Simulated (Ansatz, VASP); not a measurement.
# One calculation of KCl, two programs

INCAR

```
SYSTEM = KCl
ALGO = Normal ; EDIFF = 1E-6
ENCUT = 520 ; GGA = PE
ISIF = 2 ; ISMEAR = 0
LASPH = .TRUE. ; LCHARG = .FALSE.
LREAL = .FALSE. ; LWAVE = .FALSE.
NBANDS = 15 ; NELM = 80
PREC = Accurate ; SIGMA = 0.02
```

KPOINTS

```
k-points
0
G
  6 6 6
  0 0 0
```

The input POSCAR:

```
KCl
1.0
    0.0000000000      3.1240781019      3.1240781019
    3.1240781019      0.0000000000      3.1240781019
    3.1240781019      3.1240781019      0.0000000000
K Cl
1 1
Direct
    0.0000000000      0.0000000000      0.0000000000
    0.5000000000      0.5000000000      0.5000000000
```

Input for Ansatz:

```yaml
crystal:
  lattice:
    - [0.0, 3.1240781043, 3.1240781043]
    - [3.1240781043, 0.0, 3.1240781043]
    - [3.1240781043, 3.1240781043, 0.0]
  atoms:
    - { symbol: K, position: [0.0, 0.0, 0.0] }
    - { symbol: Cl, position: [0.5, 0.5, 0.5] }
basis:
  ecutwfc: 420
kpoints:
  mp_grid: { grid: [6, 6, 6] }
hamiltonian:
  xc: pbe
scf:
  occupations: { method: gaussian, width: 0.02 }
output:
  forces: true
  stress: true
  eigenvalues: true
```

Alike in both runs: task single point; functional PBE; k mesh 6 × 6 × 6; occupations gaussian, width 0.02 eV; no spin polarisation.

```csv
,VASP,Ansatz
version,VASP 6.6.1,Ansatz 0.2.0
potentials or method,"VASP PAW PBE potentials, release 64 (K_sv, Cl), cutoff 520 eV","scalar-relativistic, plane waves, PAW"
valence electrons in the cell,16,16
```

```csv
,VASP,Ansatz,Ansatz less VASP
gap on the k mesh at the Fermi level (eV),5.26,5.26,+0.003
least direct gap on the mesh (eV),5.26,5.26,+0.003
pressure (GPa),1.2,1.2,-0.04
```
